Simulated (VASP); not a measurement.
A run of VASP 6.6.1 is set up as follows.

Contents of INCAR:

```
PREC = Accurate
ENCUT = 520
EDIFF = 1E-6
ISMEAR = 0
SIGMA = 0.1
LREAL = False
LASPH = True
NELM = 80
ALGO = Normal
ISIF = 2
LWAVE = False
LCHARG = False
LDIPOL = True
IDIPOL = 3
DIPOL = 0.5 0.5 0.666
GGA = PE
IVDW = 12
NBANDS = 17
```

File KPOINTS:

```
regular mesh
0
Gamma
  4 3 1
```

Contents of POSCAR:

```
H3C
1.0
    5.6653313018      0.0000000000      0.0000000000
    0.0000000000      5.8038113749      0.0000000000
    0.0000000000      0.0000000000     25.9385561044
C H
2 6
Direct
   -0.3846839445      0.2836427803      0.6662982060
   -0.1224925115      0.2295760159      0.6670825642
   -0.4762133208      0.2161617437      0.7004797542
   -0.4718787361      0.2020436795      0.6325096223
   -0.4191321752      0.4694548778      0.6635491497
   -0.0343351399      0.3021315613      0.7011645497
   -0.0323793610      0.3059671772      0.6330843333
   -0.0880206679      0.0434486481      0.6659573681
```

Potentials or basis: VASP PAW PBE potentials, release 64 (C, H).

Command:

```console
$ cat potpaw_PBE.64/C/POTCAR potpaw_PBE.64/H/POTCAR > POTCAR
$ mpirun -np 1 vasp_std > vasp.out
```

Problem. Estimate the largest force.

Solution. 0.660 eV/Å.

Problem. Predict the dispersion energy per atom.

Solution. -0.015 eV.

Forces on the atoms (eV/Å):
```
C   -0.447 -0.297 -0.385
C    0.430  0.276 -0.366
H    0.026  0.079  0.057
H    0.159  0.176  0.238
H    0.007  0.025  0.087
H   -0.021 -0.071  0.055
H   -0.148 -0.163  0.232
H   -0.005 -0.025  0.081
```
